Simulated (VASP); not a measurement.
# Be5ZnSe6: single point with PBE

The system is Be5ZnSe6.

```xyz
12
Lattice="6.4350 0.0000 0.0000 -3.2175 5.5729 0.0000 0.0000 0.0000 6.1184" Properties=species:S:1:pos:R:3 pbc="T T T"
Be    4.2473    0.0000    0.0332
Be    1.0939    1.8946    0.0332
Be   -2.1237    3.6783    0.0332
Be    3.2175    1.8576    3.0874
Be    0.0000    3.7153    3.0874
Zn    0.0000    0.0000    3.1059
Se    4.1301    0.0000    2.2818
Se    1.1525    1.9961    2.2818
Se   -2.0651    3.5768    2.2818
Se    0.0000    0.0000    5.5562
Se    3.2175    1.8576    5.3534
Se    0.0000    3.7153    5.3534
```

* Program: VASP 6.6.1
* Task: single point
* Functional: PBE
* Potentials or basis: VASP PAW PBE potentials, release 64 (Be, Zn, Se)
* Cutoff: 520 eV
* k mesh: 3 × 3 × 4
* Occupations: gaussian, width 0.1 eV
* Spin: no spin polarisation

The pressure is 0.2 GPa and the largest force is 0.013 eV/Å. The band gap on the k mesh is 2.97 eV (least direct gap 3.27 eV).

Forces on the atoms (eV/Å):
```
Be   0.000  0.000 -0.004
Be   0.000  0.000 -0.004
Be   0.000  0.000 -0.004
Be   0.000  0.000  0.004
Be   0.000  0.000  0.004
Zn   0.000  0.000  0.000
Se  -0.012  0.000 -0.002
Se   0.006  0.010 -0.002
Se   0.006 -0.010 -0.002
Se   0.000  0.000  0.013
Se   0.000  0.000 -0.002
Se   0.000  0.000 -0.002
```

Levels at points of the mesh, in eV from the valence-band top:
| k point | band 27 | band 28 | band 29 | band 30 | band 31 | band 32 |
| --- | --- | --- | --- | --- | --- | --- |
| (0.00, 0.00, 0.00) | -0.19 | 0.00 | 0.00 | 3.27 | 3.42 | 3.42 |
| (0.00, 0.00, 0.50) | -0.80 | -0.44 | -0.44 | 3.65 | 4.06 | 4.21 |

Run time: 100 s on 1 thread of Intel(R) Xeon(R) Platinum 8488C (Sapphire Rapids), with other jobs on the host, peak memory 0.36 GiB.

A k mesh can miss the band edges.
